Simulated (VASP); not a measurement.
# Mg3Sb2 (P-3m1) in VASP: settings compared

Mg3Sb2 is run at these levels: PBE, PBEsol; tasks: single point.

Program: VASP 6.6.1. These are calculated values, not measurements. Logs are shortened: lines on timing, memory, paths and dates and some standing lists are left out, and cuts for length are marked.

### Step 1. The cell of the first run

Symmetry: P-3m1, No. 164, trigonal system. Conventional cell: a = 4.594 Å, b = 4.594 Å, c = 7.274 Å, α = 90.00°, β = 90.00°, γ = 120.00°. Within 3.8 Å of Mg (site symmetry 3m) lie 4 Sb at 2.85 to 2.96 Å and 6 Mg at 3.27 to 3.77 Å. Within 4.1 Å of Mg (site symmetry -3m) lie 6 Sb at 3.12 Å and 6 Mg at 3.77 Å. Within 3.8 Å of Sb (site symmetry 3m) lie 7 Mg at 2.85 to 3.12 Å.

### Step 2. Single point, PBE

POSCAR reads:

```
Mg3Sb2
1.0
    4.5938676660      0.0000000000      0.0000000000
   -2.2969338330      3.9784061003      0.0000000000
    0.0000000000      0.0000000000      7.2742753392
Mg Sb
3 2
Direct
    0.3333333333      0.6666666667      0.6319626151
    0.6666666667      0.3333333333      0.3680373849
    0.0000000000      0.0000000000      0.0000000000
    0.3333333333      0.6666666667      0.2256274637
    0.6666666667      0.3333333333      0.7743725363
```

INCAR.step1 reads:

```
SYSTEM = Mg3Sb2
ALGO = Normal
EDIFF = 1E-6
ENCUT = 520
GGA = PE
GGA_COMPAT = .False.
ISIF = 2
ISMEAR = 0
LASPH = .True.
LCHARG = .True.
LORBIT = 11
LREAL = .False.
LWAVE = .False.
NBANDS = 16
NEDOS = 2001
NELM = 120
PREC = Accurate
SIGMA = 0.01
```

KPOINTS.step1 reads:

```
k-points
0
Gamma
  12 12 6
  0 0 0
```

INCAR.step2 reads:

```
SYSTEM = Mg3Sb2
ALGO = Normal
EDIFF = 1E-6
ENCUT = 520
GGA = PE
GGA_COMPAT = .False.
ICHARG = 11
ISIF = 2
ISMEAR = -5
LASPH = .True.
LCHARG = .False.
LORBIT = 11
LREAL = .False.
LWAVE = .False.
NBANDS = 16
NEDOS = 2001
NELM = 120
PREC = Accurate
SIGMA = 0.01
```

KPOINTS.step2 reads:

```
k-points
0
Gamma
  18 18 9
  0 0 0
```

Potentials or basis: VASP PAW PBE potentials, release 64 (Mg, Sb).

On the command line:

```sh
> cat potpaw_PBE.64/Mg/POTCAR potpaw_PBE.64/Sb/POTCAR > POTCAR
> cp INCAR.step1 INCAR
> cp KPOINTS.step1 KPOINTS
> mpirun -np 1 vasp_std > vasp.out
> cp INCAR.step2 INCAR
> cp KPOINTS.step2 KPOINTS
> mpirun -np 1 vasp_std > vasp.out
```

OUTCAR:

```text
SYSTEM = Mg3Sb2
   EDIFF = 1E-6
   ENCUT = 520
   GGA = PE
   ICHARG = 11
   ISIF = 2
   ISMEAR = -5
   LASPH = .True.
   LORBIT = 11
   LREAL = .False.
   NELM = 120
   PREC = Accurate

 ion  position               nearest neighbor table
   1  0.333  0.667  0.632-   5 2.85   5 2.85   5 2.85   4 2.96   2 3.27   2 3.27   2 3.27
   2  0.667  0.333  0.368-   4 2.85   4 2.85   4 2.85   5 2.96   1 3.27   1 3.27   1 3.27
   3  0.000  0.000  0.000-   4 3.12   5 3.12   4 3.12   5 3.12   5 3.12   4 3.12
   4  0.333  0.667  0.226-   2 2.85   2 2.85   2 2.85   1 2.96   3 3.12   3 3.12   3 3.12
   5  0.667  0.333  0.774-   1 2.85   1 2.85   1 2.85   2 2.96   3 3.12   3 3.12   3 3.12

  LATTYP: Found a hexagonal cell.
 ALAT       =     4.5938676660
 C/A-ratio  =     1.5834751604

  Lattice vectors:

 A1 = (   4.5938676660,   0.0000000000,   0.0000000000)
 A2 = (  -2.2969338330,   3.9784061003,   0.0000000000)
 A3 = (   0.0000000000,   0.0000000000,   7.2742753392)

Analysis of symmetry for initial positions (statically):
=====================================================================
 Subroutine PRICEL returns:
 Original cell was already a primitive cell.

 Routine SETGRP: Setting up the symmetry group for a
 hexagonal supercell.

 Subroutine GETGRP returns: Found 12 space group operations
 (whereof 12 operations were pure point group operations)
 out of a pool of 24 trial point group operations.

The static configuration has the point symmetry D_3d.

Analysis of symmetry for dynamics (positions and initial velocities):
=====================================================================
 Subroutine PRICEL returns:
 Original cell was already a primitive cell.

 Routine SETGRP: Setting up the symmetry group for a
 hexagonal supercell.

 Subroutine GETGRP returns: Found 12 space group operations
 (whereof 12 operations were pure point group operations)
 out of a pool of 24 trial point group operations.

The dynamic configuration has the point symmetry D_3d.

 Subroutine INISYM returns: Found 12 space group operations
 (whereof 12 operations are pure point group operations),
 and found     1 'primitive' translations

----------------------------------------------------------------------------------------

                                     Primitive cell

  volume of cell :     132.9466

  direct lattice vectors                    reciprocal lattice vectors
     4.593867666  0.000000000  0.000000000     0.217681499  0.125678472  0.000000000
    -2.296933833  3.978406100  0.000000000     0.000000000  0.251356944  0.000000000
[... 110 lines left out ...]
   IALGO  =     38    algorithm
   IMIX   =      4    mixing-type and parameters
     AMIX     =   0.40;   BMIX     =  1.00
     AMIX_MAG =   1.60;   BMIX_MAG =  1.00
  volume/ion in A,a.u.               =      26.59       179.43
  Fermi-wavevector in a.u.,A,eV,Ry     =   0.808269  1.527406  8.888661  0.653298
  Thomas-Fermi vector in A             =   1.917043
   LORBIT       =     11    0 simple, 1 ext, 2 COOP (PROOUT), +10 PAW based schemes
   GGA     = PE    functional components
   LHFCALC =     F    Hartree Fock is set to
   AEXX    =    0.0000 exact exchange contribution
   IVDW    =     0    specifies the selected vdW correction
   LEPSILON=     F    determine dielectric tensor
   LRPA    =     F    only Hartree local field effects (RPA)
 non-spin polarized calculation
 Fermi weights with tetrahedron method with Bloechl corrections
  energy-cutoff  :      520.00
  volume of cell :      132.95
 maximum number of plane-waves:      3615
 NGX is ok and might be reduce to    36

 number of electron      16.0000000 magnetization

 Free energy of the ion-electron system (eV)
  ---------------------------------------------------
  ext. energy  EPLUGINS =         0.00000000
  ---------------------------------------------------
  free energy    TOTEN  =       -14.64817918 eV

  energy without entropy =      -14.64817918  energy(sigma->0) =      -14.64817918

 E-fermi :   4.3562     XC(G=0):  -8.7385

 val. band max:        4.3519698324   @ k =   0.0000   0.0000   0.0000
 cond. band min:       4.4479739724   @ k =   0.0000   0.4444   0.3333
 fundamental gap:      0.0960041400
 Fermi energy:         4.3562426943

 k-point     1 :       0.0000    0.0000    0.0000
  band No.  band energies     occupation
      1      -5.8825      2.00000
      2      -4.6645      2.00000
      3      -0.5173      2.00000
      4       3.2757      2.00000
      5       3.2758      2.00000
      6       3.9674      2.00000
[... 433 lines left out ...]
      3      -0.1363      2.00000
      4       0.7327      2.00000
      5       1.0721      2.00000
      6       1.6754      2.00000
[... 8 lines left out ...]
     15      10.1259      0.00000
     16      10.4167      0.00000

 [... further k-points ...]

------------------------ aborting loop because EDIFF is reached ----------------------------------------

  FORCE on cell =-STRESS in cart. coord.  units (eV):
  Direction    XX          YY          ZZ          XY          YZ          ZX
  --------------------------------------------------------------------------------------
  -------------------------------------------------------------------------------------
  Total        0.0496465      0.0496465      0.0408448      0.0000000      0.0000000     -0.0000000
  in kB        0.5983035      0.5983035      0.4922320      0.0000000      0.0000000     -0.0000000
  external PRESSURE =       0.5629463 kB  Pullay stress =       0.0000000 kB

 VOLUME and BASIS-vectors are now :
 -----------------------------------------------------------------------------
  energy-cutoff  :      520.00
  volume of cell :      132.95
      direct lattice vectors                 reciprocal lattice vectors
     4.593867666  0.000000000  0.000000000     0.217681499  0.125678472  0.000000000
    -2.296933833  3.978406100  0.000000000     0.000000000  0.251356944  0.000000000
     0.000000000  0.000000000  7.274275339     0.000000000  0.000000000  0.137470738

 POSITION                                       TOTAL-FORCE (eV/Angst)
 -----------------------------------------------------------------------------------
     -0.00000      2.65227      4.59707        -0.000000      0.000000     -0.000231
      2.29693      1.32614      2.67721         0.000000     -0.000000      0.000231
      0.00000      0.00000      0.00000         0.000000      0.000000      0.000000
     -0.00000      2.65227      1.64128         0.000000      0.000000     -0.011542
      2.29693      1.32614      5.63300        -0.000000      0.000000      0.011542
 -----------------------------------------------------------------------------------
    total drift:                               -0.000000      0.000000      0.000000

  FREE ENERGIE OF THE ION-ELECTRON SYSTEM (eV)
  ---------------------------------------------------
  free  energy   TOTEN  =       -14.6481791799 eV

  energy  without entropy=      -14.6481791799  energy(sigma->0) =      -14.64817918

 total charge

# of ion       s       p       d       tot
------------------------------------------
    1        0.183   0.130   0.022   0.335
    2        0.183   0.130   0.022   0.335
    3        0.152   0.097   0.018   0.266
    4        1.121   1.404   0.012   2.537
    5        1.121   1.404   0.012   2.537
--------------------------------------------------
tot          2.760   3.164   0.086   6.010
```

OUTCAR.step1:

```text
SYSTEM = Mg3Sb2
   EDIFF = 1E-6
   ENCUT = 520
   GGA = PE
   ISIF = 2
   ISMEAR = 0
   LASPH = .True.
   LORBIT = 11
   LREAL = .False.
   NELM = 120
[... 693 lines left out ...]

  FREE ENERGIE OF THE ION-ELECTRON SYSTEM (eV)
  ---------------------------------------------------
  free  energy   TOTEN  =       -14.6480316393 eV

  energy  without entropy=      -14.6480316393  energy(sigma->0) =      -14.64803164

 total charge

# of ion       s       p       d       tot
------------------------------------------
    1        0.183   0.130   0.022   0.335
    2        0.183   0.130   0.022   0.335
    3        0.152   0.097   0.018   0.266
    4        1.121   1.404   0.012   2.537
    5        1.121   1.404   0.012   2.537
--------------------------------------------------
tot          2.759   3.164   0.086   6.010
```

OSZICAR.step1:

```text
N       E                     dE             d eps       ncg     rms          rms(c)
DAV:   1     0.418881779995E+02    0.41888E+02   -0.50415E+03  3200   0.752E+02
DAV:   2    -0.120407369667E+02   -0.53929E+02   -0.48177E+02  4152   0.111E+02
DAV:   3    -0.151980377512E+02   -0.31573E+01   -0.31071E+01  4336   0.278E+01
DAV:   4    -0.152376375922E+02   -0.39600E-01   -0.39595E-01  3776   0.361E+00
DAV:   5    -0.152383202623E+02   -0.68267E-03   -0.68267E-03  4400   0.540E-01    0.435E+00
DAV:   6    -0.147485688940E+02    0.48975E+00   -0.51373E-01  3920   0.287E+00    0.259E+00
DAV:   7    -0.146488025442E+02    0.99766E-01   -0.37866E-01  4272   0.251E+00    0.104E+00
DAV:   8    -0.146480226339E+02    0.77991E-03   -0.21325E-02  3440   0.749E-01    0.589E-02
DAV:   9    -0.146479572326E+02    0.65401E-04   -0.56613E-04  4168   0.155E-01    0.572E-02
DAV:  10    -0.146480091128E+02   -0.51880E-04   -0.76438E-05  3944   0.477E-02    0.174E-02
DAV:  11    -0.146480310863E+02   -0.21973E-04   -0.30266E-05  3600   0.263E-02    0.775E-03
DAV:  12    -0.146480316393E+02   -0.55303E-06   -0.41459E-06  4264   0.930E-03
   1 F= -.14648032E+02 E0= -.14648032E+02  d E =-.272956E-11
```

It took 7.8 min on 1 thread of Oxide Virtual Turin-like, shared host; peak memory 0.67 GiB.

What came out:

```
Valence electrons inside the program's atomic spheres : Mg 0.34, 0.27 (each value once); Sb 2.54
```

Caveat: spin-orbit coupling is left out, which moves the levels of the heavy elements.

### Step 3. Single point, PBEsol

POSCAR is that of step 2.

INCAR.step1 reads:

```
PREC = Accurate
ENCUT = 520
EDIFF = 1E-6
ISMEAR = 0
SIGMA = 0.01
LREAL = F
LASPH = T
NELM = 120
ALGO = Normal
ISIF = 2
LWAVE = F
LCHARG = T
GGA = PS
NBANDS = 16
GGA_COMPAT = F
NEDOS = 2001
LORBIT = 11
```

KPOINTS.step1 reads:

```
regular mesh
0
Gamma
  12 12 6
```

INCAR.step2 reads:

```
PREC = Accurate
ENCUT = 520
EDIFF = 1E-6
ISMEAR = -5
SIGMA = 0.01
LREAL = F
LASPH = T
NELM = 120
ALGO = Normal
ISIF = 2
LWAVE = F
LCHARG = F
GGA = PS
LORBIT = 11
NBANDS = 16
NEDOS = 2001
ICHARG = 11
GGA_COMPAT = F
```

KPOINTS.step2 reads:

```
regular mesh
0
Gamma
  18 18 9
```

Potentials or basis: VASP PAW PBE potentials, release 64 (Mg, Sb).

On the command line:

```sh
> cat potpaw_PBE.64/Mg/POTCAR potpaw_PBE.64/Sb/POTCAR > POTCAR
> cp INCAR.step1 INCAR
> cp KPOINTS.step1 KPOINTS
> mpirun -np 1 vasp_std > vasp.out
> cp INCAR.step2 INCAR
> cp KPOINTS.step2 KPOINTS
> mpirun -np 1 vasp_std > vasp.out
```

Run time: 6 min. Hardware: 1 thread of Oxide Virtual Turin-like, shared host; peak memory 0.67 GiB.

Results (log left out):

```
Valence electrons inside the program's atomic spheres : Mg 0.33, 0.26 (each value once); Sb 2.54
```

Levels at points of the mesh, in eV from the valence-band top:
```tsv
k point	band 5	band 6	band 7	band 8	band 9	band 10	band 11	band 12
(0.00, 0.00, 0.00)	-1.08	-0.38	-0.38	0.00	0.97	1.16	3.03	3.03
(0.50, 0.00, 0.00)	-3.22	-2.27	-2.19	-0.87	0.36	1.91	2.10	2.78
```

Caveat: the PAW data sets were made with another functional, which shifts forces and pressure a little; spin-orbit coupling is left out, which moves the levels of the heavy elements.
